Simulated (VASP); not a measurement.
Ru2F: single point with PBE

Crystal: Ru2F.

```
Ru F
1.0
     0.00000    0.00132    2.79995
     3.93773   -0.00074   -0.00023
    -0.00149    6.80158    0.00219
Ru F
4 2
Cartesian
  3.9374 2.2662 0.5344
  1.9677 5.6673 0.5356
  1.9686 1.1349 2.2663
  3.9365 4.5354 2.2673
  1.9681 3.4011 1.4009
  3.9377 -0.0003 1.3998
```

- Program: VASP 6.6.1
- Task: single point
- Functional: PBE
- Potentials or basis: VASP PAW PBE potentials, release 64 (Ru_pv, F)
- Cutoff: 520 eV
- k mesh: 8 × 6 × 4
- Occupations: gaussian, width 0.2 eV
- Spin: no spin polarisation

* Pressure: -0.1 GPa
* Largest force: 0.014 eV/Å
* Band gap on the k mesh: zero (bands 35 and 36 overlap by 1.98 eV)

Forces on the atoms (eV/Å):
```
Ru   0.000  0.002  0.014
Ru   0.000  0.002  0.014
Ru   0.000 -0.002 -0.014
Ru   0.000 -0.002 -0.014
F    0.000  0.000  0.000
F    0.000  0.001  0.000
```

Stress tensor (GPa, compression positive):
```
-0.04  0.01  0.01
 0.01 -0.03 -0.02
 0.01 -0.02 -0.13
```

Levels at points of the mesh, in eV from the Fermi level:
| k point | band 33 | band 34 | band 35 | band 36 | band 37 | band 38 | band 39 | band 40 |
| --- | --- | --- | --- | --- | --- | --- | --- | --- |
| (0.00, 0.00, 0.00) | -1.19 | -1.05 | -0.97 | -0.97 | -0.23 | 0.77 | 1.22 | 1.27 |
| (0.50, 0.00, 0.00) | -0.64 | 0.52 | 0.54 | 0.83 | 1.21 | 1.32 | 1.33 | 1.41 |
| (0.00, 0.50, 0.00) | -0.72 | -0.72 | 0.04 | 0.04 | 0.55 | 0.56 | 1.52 | 1.52 |
| (0.50, 0.50, 0.00) | -0.42 | -0.42 | 0.85 | 0.85 | 1.17 | 1.17 | 1.26 | 1.26 |
| (0.00, 0.00, 0.50) | -1.25 | -1.25 | -0.31 | -0.31 | -0.01 | -0.01 | 0.95 | 0.95 |
| (0.50, 0.00, 0.50) | -0.01 | -0.01 | 0.97 | 0.97 | 1.39 | 1.39 | 1.52 | 1.52 |
| (0.00, 0.50, 0.50) | -1.04 | -1.04 | -0.23 | -0.23 | 0.78 | 0.78 | 1.22 | 1.22 |
| (0.50, 0.50, 0.50) | -0.79 | -0.79 | 0.82 | 0.82 | 1.21 | 1.22 | 1.43 | 1.43 |

It took 5.7 min on 1 thread of Intel(R) Xeon(R) Platinum 8375C CPU @ 2.90GHz (Ice Lake), on a shared host, peak memory 0.36 GiB.
